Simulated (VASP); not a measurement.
# Cs (Fm-3m) in VASP: further runs, part 2 of 2

VASP 6.6.1. Earlier steps stand in the parts before.

## 3. Single point, revPBE (113.30 Å³/atom)

This run uses another cell than the first one, of 113.30 Å³/atom.

The input, INCAR:

```
  PREC = Accurate
  ENCUT = 520
  EDIFF = 1E-6
  ISMEAR = -1
  SIGMA = 0.1
  LREAL = F
  LASPH = T
  NELM = 60
  ALGO = Normal
  ISIF = 2
  LWAVE = F
  LCHARG = F
  GGA = RE
  NBANDS = 10
```

The input, KPOINTS:

```
regular mesh
0
Gamma
  8 8 8
```

The input, POSCAR:

```
Cs
1.0
    0.0000000000      3.8405605762      3.8405605762
    3.8405605762      0.0000000000      3.8405605762
    3.8405605762      3.8405605762      0.0000000000
Cs
1
Direct
    0.0000000000      0.0000000000      0.0000000000
```

Potentials or basis: VASP PAW PBE potentials, release 64 (Cs_sv).

The run is started by

```console
cat potpaw_PBE.64/Cs_sv/POTCAR > POTCAR
mpirun -np 1 vasp_std > vasp.out
```

OUTCAR:

```text
PREC = Accurate
   ENCUT = 520
   EDIFF = 1E-6
   ISMEAR = -1
   LREAL = F
   LASPH = T
   NELM = 60
   ISIF = 2
   GGA = RE

 ion  position               nearest neighbor table
   1  0.000  0.000  0.000-

  LATTYP: Found a face centered cubic cell.
 ALAT       =     7.6811211524

  Lattice vectors:

 A1 = (   0.0000000000,   3.8405605762,   3.8405605762)
 A2 = (   3.8405605762,   0.0000000000,   3.8405605762)
 A3 = (   3.8405605762,   3.8405605762,   0.0000000000)

Analysis of symmetry for initial positions (statically):
=====================================================================
 Subroutine PRICEL returns:
 Original cell was already a primitive cell.

 Routine SETGRP: Setting up the symmetry group for a
 face centered cubic supercell.

 Subroutine GETGRP returns: Found 48 space group operations
 (whereof 48 operations were pure point group operations)
 out of a pool of 48 trial point group operations.

The static configuration has the point symmetry O_h .

Analysis of symmetry for dynamics (positions and initial velocities):
=====================================================================
 Subroutine PRICEL returns:
 Original cell was already a primitive cell.

 Routine SETGRP: Setting up the symmetry group for a
 face centered cubic supercell.

 Subroutine GETGRP returns: Found 48 space group operations
 (whereof 48 operations were pure point group operations)
 out of a pool of 48 trial point group operations.

The dynamic configuration has the point symmetry O_h .

 Subroutine INISYM returns: Found 48 space group operations
 (whereof 48 operations are pure point group operations),
 and found     1 'primitive' translations

----------------------------------------------------------------------------------------

[... 111 lines left out ...]
  volume/ion in A,a.u.               =     113.30       764.56
  Fermi-wavevector in a.u.,A,eV,Ry     =   0.703749  1.329893  6.738455  0.495262
  Thomas-Fermi vector in A             =   1.788804
   LORBIT       =      0    0 simple, 1 ext, 2 COOP (PROOUT), +10 PAW based schemes
   GGA     = RE    functional components
   LHFCALC =     F    Hartree Fock is set to
   AEXX    =    0.0000 exact exchange contribution
   IVDW    =     0    specifies the selected vdW correction
   LEPSILON=     F    determine dielectric tensor
   LRPA    =     F    only Hartree local field effects (RPA)
 non-spin polarized calculation
  energy-cutoff  :      520.00
  volume of cell :      113.30
 maximum number of plane-waves:      3071
   NGX = 21   NGY = 21   NGZ = 21

 number of electron       8.9999999 magnetization

 Free energy of the ion-electron system (eV)
  ---------------------------------------------------
  ext. energy  EPLUGINS =         0.00000000
  ---------------------------------------------------
  free energy    TOTEN  =        -0.75973976 eV

  energy without entropy =       -0.71628332  energy(sigma->0) =       -0.73801154

 E-fermi :   0.5957     XC(G=0):  -5.3274

 val. band max:        0.5931315337   @ k =   0.5000   0.0000   0.0000
 cond. band min:       0.6634787701   @ k =   0.5000   0.3750   0.1250
 fundamental gap:      0.0703472364
 Fermi energy:         0.5956528349

 k-point     1 :       0.0000    0.0000    0.0000
  band No.  band energies     occupation
      1     -23.2908      2.00000
      2     -10.0451      2.00000
      3     -10.0451      2.00000
      4     -10.0451      2.00000
      5      -1.0788      2.00000
      6       3.0858      0.00000
      7       3.0858      0.00000
      8       3.0858      0.00000
      9       4.1850      0.00000
     10       4.1850      0.00000
[... 287 lines left out ...]
 k-point    24 :      -0.3750    0.2500    0.1250
  band No.  band energies     occupation
      1     -23.2833      2.00000
      2     -10.1652      2.00000
      3     -10.1004      2.00000
      4     -10.0757      2.00000
      5       1.0455      0.02201
      6       1.3206      0.00142
      7       2.2862      0.00000
      8       3.2147      0.00000
      9       4.3236      0.00000
     10       5.0024      0.00000

 [... further k-points ...]

------------------------ aborting loop because EDIFF is reached ----------------------------------------

  FORCE on cell =-STRESS in cart. coord.  units (eV):
  Direction    XX          YY          ZZ          XY          YZ          ZX
  --------------------------------------------------------------------------------------
  -------------------------------------------------------------------------------------
  Total        0.1990818      0.1990818      0.1990818      0.0000000     -0.0000000      0.0000000
  in kB        2.8153231      2.8153231      2.8153231      0.0000000     -0.0000000      0.0000000
  external PRESSURE =       2.8153231 kB  Pullay stress =       0.0000000 kB

 VOLUME and BASIS-vectors are now :
 -----------------------------------------------------------------------------
  energy-cutoff  :      520.00
  volume of cell :      113.30
      direct lattice vectors                 reciprocal lattice vectors
     0.000000000  3.840560576  3.840560576    -0.130189328  0.130189328  0.130189328
     3.840560576  0.000000000  3.840560576     0.130189328 -0.130189328  0.130189328
     3.840560576  3.840560576  0.000000000     0.130189328  0.130189328 -0.130189328

 POSITION                                       TOTAL-FORCE (eV/Angst)
 -----------------------------------------------------------------------------------
      0.00000      0.00000      0.00000         0.000000      0.000000      0.000000
 -----------------------------------------------------------------------------------
    total drift:                               -0.000000     -0.000000     -0.000000

  FREE ENERGIE OF THE ION-ELECTRON SYSTEM (eV)
  ---------------------------------------------------
  free  energy   TOTEN  =        -0.7597397632 eV

  energy  without entropy=       -0.7162833240  energy(sigma->0) =       -0.73801154
```

OSZICAR:

```text
N       E                     dE             d eps       ncg     rms          rms(c)
DAV:   1     0.519222960369E+02    0.51922E+02   -0.28909E+03   580   0.619E+02
DAV:   2     0.415779940588E+01   -0.47764E+02   -0.46721E+02   746   0.110E+02
DAV:   3    -0.690659421647E+00   -0.48485E+01   -0.48434E+01   666   0.407E+01
DAV:   4    -0.754140334192E+00   -0.63481E-01   -0.63470E-01   720   0.567E+00
DAV:   5    -0.754516750005E+00   -0.37642E-03   -0.37641E-03   832   0.417E-01    0.153E-01
DAV:   6    -0.756964197650E+00   -0.24474E-02   -0.16605E-03   680   0.213E-01    0.105E-01
DAV:   7    -0.759628582792E+00   -0.26644E-02   -0.52454E-03   632   0.397E-01    0.352E-02
DAV:   8    -0.759737300158E+00   -0.10872E-03   -0.19618E-04   748   0.886E-02    0.528E-03
DAV:   9    -0.759740129997E+00   -0.28298E-05   -0.62534E-06   786   0.140E-02    0.378E-03
DAV:  10    -0.759739763206E+00    0.36679E-06   -0.25409E-06   672   0.782E-03
   1 F= -.75973976E+00 E0= -.73801154E+00  d E =-.434564E-01
```

It took 20 s on 1 thread of Intel Xeon Platinum 8488C (Sapphire Rapids), shared host; peak memory 0.24 GiB.

What came out:

* Free energy: -0.7597 eV
* Pressure: 0.3 GPa
* Band gap on the k mesh: zero (an odd number of electrons rules out a gap without spin polarisation)

Caveat: the PAW data sets were made with another functional, which shifts forces and pressure a little; spin-orbit coupling is left out, which moves the levels of the heavy elements.

## 4. Single point, revPBE (118.45 Å³/atom)

This run uses another cell than the first one, of 118.45 Å³/atom.

The input, INCAR:

```
  ALGO = Normal
  EDIFF = 1E-7
  ENCUT = 520
  GGA = RE
  ISIF = 2
  ISMEAR = -1
  LASPH = T
  LCHARG = F
  LREAL = F
  LWAVE = F
  NBANDS = 10
  NELM = 80
  PREC = Accurate
  SIGMA = 0.1
```

The input, KPOINTS:

```
k-points
0
Gamma
  8 8 8
```

The input, POSCAR:

```
Cs
1.0
    0.0000000000      3.8978908280      3.8978908280
    3.8978908280      0.0000000000      3.8978908280
    3.8978908280      3.8978908280      0.0000000000
Cs
1
Direct
    0.0000000000      0.0000000000      0.0000000000
```

Potentials or basis: VASP PAW PBE potentials, release 64 (Cs_sv).

The run is started by

```console
cat potpaw_PBE.64/Cs_sv/POTCAR > POTCAR
mpirun -np 1 vasp_std > vasp.out
```

OUTCAR:

```text
EDIFF = 1E-7
   ENCUT = 520
   GGA = RE
   ISIF = 2
   ISMEAR = -1
   LASPH = T
   LREAL = F
   NELM = 80
   PREC = Accurate

 ion  position               nearest neighbor table
   1  0.000  0.000  0.000-

  LATTYP: Found a face centered cubic cell.
 ALAT       =     7.7957816560

  Lattice vectors:

 A1 = (   0.0000000000,   3.8978908280,   3.8978908280)
 A2 = (   3.8978908280,   0.0000000000,   3.8978908280)
 A3 = (   3.8978908280,   3.8978908280,   0.0000000000)

Analysis of symmetry for initial positions (statically):
=====================================================================
 Subroutine PRICEL returns:
 Original cell was already a primitive cell.

 Routine SETGRP: Setting up the symmetry group for a
 face centered cubic supercell.

 Subroutine GETGRP returns: Found 48 space group operations
 (whereof 48 operations were pure point group operations)
 out of a pool of 48 trial point group operations.

The static configuration has the point symmetry O_h .

Analysis of symmetry for dynamics (positions and initial velocities):
=====================================================================
 Subroutine PRICEL returns:
 Original cell was already a primitive cell.

 Routine SETGRP: Setting up the symmetry group for a
 face centered cubic supercell.

 Subroutine GETGRP returns: Found 48 space group operations
 (whereof 48 operations were pure point group operations)
 out of a pool of 48 trial point group operations.

The dynamic configuration has the point symmetry O_h .

 Subroutine INISYM returns: Found 48 space group operations
 (whereof 48 operations are pure point group operations),
 and found     1 'primitive' translations

----------------------------------------------------------------------------------------

                                     Primitive cell

  volume of cell :     118.4456

[... 109 lines left out ...]
  Thomas-Fermi vector in A             =   1.775600
   LORBIT       =      0    0 simple, 1 ext, 2 COOP (PROOUT), +10 PAW based schemes
   GGA     = RE    functional components
   LHFCALC =     F    Hartree Fock is set to
   AEXX    =    0.0000 exact exchange contribution
   IVDW    =     0    specifies the selected vdW correction
   LEPSILON=     F    determine dielectric tensor
   LRPA    =     F    only Hartree local field effects (RPA)
 non-spin polarized calculation
  energy-cutoff  :      520.00
  volume of cell :      118.45
 maximum number of plane-waves:      3250
 NGX is ok and might be reduce to    42
   NGX = 21   NGY = 21   NGZ = 21

 number of electron       8.9999998 magnetization

 Free energy of the ion-electron system (eV)
  ---------------------------------------------------
  ext. energy  EPLUGINS =         0.00000000
  ---------------------------------------------------
  free energy    TOTEN  =        -0.76717146 eV

  energy without entropy =       -0.72406175  energy(sigma->0) =       -0.74561661

 E-fermi :   0.4833     XC(G=0):  -5.2177

 val. band max:        0.4043095934   @ k =   0.5000   0.2500   0.1250
 cond. band min:       0.4949442006   @ k =   0.5000   0.0000   0.0000
 fundamental gap:      0.0906346072
 Fermi energy:         0.4833262624

 k-point     1 :       0.0000    0.0000    0.0000
  band No.  band energies     occupation
      1     -23.4264      2.00000
      2     -10.1871      2.00000
      3     -10.1871      2.00000
      4     -10.1871      2.00000
      5      -1.1456      2.00000
      6       2.9501      0.00000
      7       2.9501      0.00000
      8       2.9501      0.00000
      9       4.0067      0.00000
     10       4.0067      0.00000
[... 287 lines left out ...]
 k-point    24 :      -0.3750    0.2500    0.1250
  band No.  band energies     occupation
      1     -23.4205      2.00000
      2     -10.2899      2.00000
      3     -10.2345      2.00000
      4     -10.2134      2.00000
      5       0.9299      0.02272
      6       1.1910      0.00169
      7       2.1647      0.00000
      8       3.0626      0.00000
      9       4.1057      0.00000
     10       4.7781      0.00000

 [... further k-points ...]

------------------------ aborting loop because EDIFF is reached ----------------------------------------

  FORCE on cell =-STRESS in cart. coord.  units (eV):
  Direction    XX          YY          ZZ          XY          YZ          ZX
  --------------------------------------------------------------------------------------
  -------------------------------------------------------------------------------------
  Total        0.1277605      0.1277605      0.1277605      0.0000000      0.0000000      0.0000000
  in kB        1.7281769      1.7281769      1.7281769      0.0000000      0.0000000      0.0000000
  external PRESSURE =       1.7281769 kB  Pullay stress =       0.0000000 kB

 VOLUME and BASIS-vectors are now :
 -----------------------------------------------------------------------------
  energy-cutoff  :      520.00
  volume of cell :      118.45
      direct lattice vectors                 reciprocal lattice vectors
     0.000000000  3.897890828  3.897890828    -0.128274501  0.128274501  0.128274501
     3.897890828  0.000000000  3.897890828     0.128274501 -0.128274501  0.128274501
     3.897890828  3.897890828  0.000000000     0.128274501  0.128274501 -0.128274501

 POSITION                                       TOTAL-FORCE (eV/Angst)
 -----------------------------------------------------------------------------------
      0.00000      0.00000      0.00000         0.000000     -0.000000      0.000000
 -----------------------------------------------------------------------------------
    total drift:                                0.000000      0.000000     -0.000000

  FREE ENERGIE OF THE ION-ELECTRON SYSTEM (eV)
  ---------------------------------------------------
  free  energy   TOTEN  =        -0.7671714578 eV

  energy  without entropy=       -0.7240617525  energy(sigma->0) =       -0.74561661
```

OSZICAR:

```text
N       E                     dE             d eps       ncg     rms          rms(c)
DAV:   1     0.531147817352E+02    0.53115E+02   -0.28390E+03   580   0.621E+02
DAV:   2     0.387800379320E+01   -0.49237E+02   -0.47980E+02   788   0.108E+02
DAV:   3    -0.695217232534E+00   -0.45732E+01   -0.45677E+01   668   0.401E+01
DAV:   4    -0.761018784813E+00   -0.65802E-01   -0.65790E-01   762   0.547E+00
DAV:   5    -0.761352403939E+00   -0.33362E-03   -0.33361E-03   760   0.341E-01    0.154E-01
DAV:   6    -0.764124825623E+00   -0.27724E-02   -0.16315E-03   702   0.210E-01    0.108E-01
DAV:   7    -0.767082927502E+00   -0.29581E-02   -0.56540E-03   630   0.413E-01    0.334E-02
DAV:   8    -0.767167807497E+00   -0.84880E-04   -0.17571E-04   812   0.833E-02    0.573E-03
DAV:   9    -0.767170878618E+00   -0.30711E-05   -0.55583E-06   766   0.133E-02    0.375E-03
DAV:  10    -0.767170903227E+00   -0.24609E-07   -0.29376E-06   662   0.804E-03    0.105E-03
DAV:  11    -0.767171248902E+00   -0.34567E-06   -0.69108E-07   670   0.431E-03    0.643E-04
DAV:  12    -0.767171470339E+00   -0.22144E-06   -0.68565E-08   578   0.171E-03    0.766E-05
DAV:  13    -0.767171457828E+00    0.12510E-07   -0.44214E-09   378   0.431E-04
   1 F= -.76717146E+00 E0= -.74561661E+00  d E =-.431097E-01
```

It took 30 s on 1 thread of Intel Xeon Platinum 8488C (Sapphire Rapids), shared host; peak memory 0.24 GiB.

What came out:

```
Free energy            : -0.7672 eV
Pressure               : 0.2 GPa
Band gap on the k mesh : zero (an odd number of electrons rules out a gap without spin polarisation)
```

Caveat: the PAW data sets were made with another functional, which shifts forces and pressure a little; spin-orbit coupling is left out, which moves the levels of the heavy elements.

## 5. Single point, revPBE (123.60 Å³/atom)

This run uses another cell than the first one, of 123.60 Å³/atom.

The input, INCAR:

```
  PREC = Accurate
  ENCUT = 520
  EDIFF = 1E-6
  ISMEAR = -1
  SIGMA = 0.1
  LREAL = False
  LASPH = True
  NELM = 80
  ALGO = Normal
  ISIF = 2
  LWAVE = False
  LCHARG = False
  GGA = RE
  NBANDS = 10
```

The input, KPOINTS:

```
Automatic mesh
0
Gamma
  8 8 8
```

The input, POSCAR:

```
Cs
1.0
    0.0000000000      3.9535825069      3.9535825069
    3.9535825069      0.0000000000      3.9535825069
    3.9535825069      3.9535825069      0.0000000000
Cs
1
Direct
    0.0000000000      0.0000000000      0.0000000000
```

The run is started by

```console
cat potpaw_PBE.64/Cs_sv/POTCAR > POTCAR
mpirun -np 1 vasp_std > vasp.out
```

It took 30 s on 1 thread of Intel Xeon Platinum 8488C (Sapphire Rapids), shared host; peak memory 0.24 GiB.

Results (log left out):

```yaml
Free_energy: -0.7715 eV
Pressure: 0.1 GPa
Band_gap_on_the_k_mesh: zero (an odd number of electrons rules out a gap without spin polarisation)
```

Levels at points of the mesh, in eV from the Fermi level:
```tsv
k point	band 2	band 3	band 4	band 5	band 6	band 7	band 8	band 9
(0.00, 0.00, 0.00)	-10.70	-10.70	-10.70	-1.59	2.44	2.44	2.44	3.46
(0.50, 0.00, 0.00)	-10.80	-10.71	-10.71	0.02	0.68	2.30	2.30	4.19
(0.50, 0.50, 0.00)	-10.80	-10.74	-10.74	0.32	1.10	1.32	3.83	3.83
```

Caveat: the PAW data sets were made with another functional, which shifts forces and pressure a little; spin-orbit coupling is left out, which moves the levels of the heavy elements.

## 6. Summary

```tsv
cell	k mesh	gap on the mesh (eV)	pressure (GPa)
a = 5.668 Å, angles 60.0°, 1 atom	7 × 7 × 7	none	0.0
a = 5.431 Å, angles 60.0°, 1 atom	8 × 8 × 8	none	0.3
a = 5.512 Å, angles 60.0°, 1 atom	8 × 8 × 8	none	0.2
a = 5.591 Å, angles 60.0°, 1 atom	8 × 8 × 8	none	0.1
```

Alike in all rows: task single point; level revPBE; potentials or basis VASP PAW PBE potentials, release 64 (Cs_sv); no spin polarisation; cutoff (eV) 520; smearing fermi-dirac 0.1 eV.

Caveats: the PAW data sets were made with another functional, which shifts forces and pressure a little; spin-orbit coupling is left out, which moves the levels of the heavy elements.

Absolute energies hang on the potentials; compare differences alone.
